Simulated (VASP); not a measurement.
GaSb:

```xyz
2
Lattice="0.0000 3.0590 3.0590 3.0590 0.0000 3.0590 3.0590 3.0590 0.0000" Properties=species:S:1:pos:R:3 pbc="T T T"
Ga    0.0000    0.0000    0.0000
Sb    4.5885    4.5885    4.5885
```

| Property | Result |
| --- | --- |
| Program | VASP 6.6.1 |
| Task | relaxation of cell and atoms |
| Functional | LDA |
| Potentials or basis | VASP PAW LDA potentials, release 64 (Ga_d, Sb_d_GW) |
| Cutoff | 500 eV |
| k mesh | 12 × 12 × 12 |
| Occupations | gaussian, width 0.1 eV |
| Spin | no spin polarisation |

At the start: pressure -1.7 GPa; volume 28.62 Å³/atom.

Q: How do energy, volume and symmetry change on relaxing?

A: Over 3 steps the energy falls by 4.9 meV/atom and the volume is 27.71 Å³/atom (-3.2 %); space group F-43m (No. 216, to 0.1 Å) before and after.

The path:
| step | energy change (eV) | largest force (eV/Å) | pressure (GPa) | volume (Å³) |
| --- | --- | --- | --- | --- |
| 1 | 0.0000 | 0.0000 | -1.67 | 57.25 |
| 2 | -0.0086 | 0.0000 | 0.65 | 54.81 |
| 3 | -0.0098 | 0.0000 | -0.01 | 55.42 |

Final structure:
```
Ga Sb
1.0
     0.00000    3.02615    3.02615
     3.02615    0.00000    3.02615
     3.02615    3.02615    0.00000
Ga Sb
1 1
Direct
  0.00000 0.00000 0.00000
  0.75000 0.75000 0.75000
```
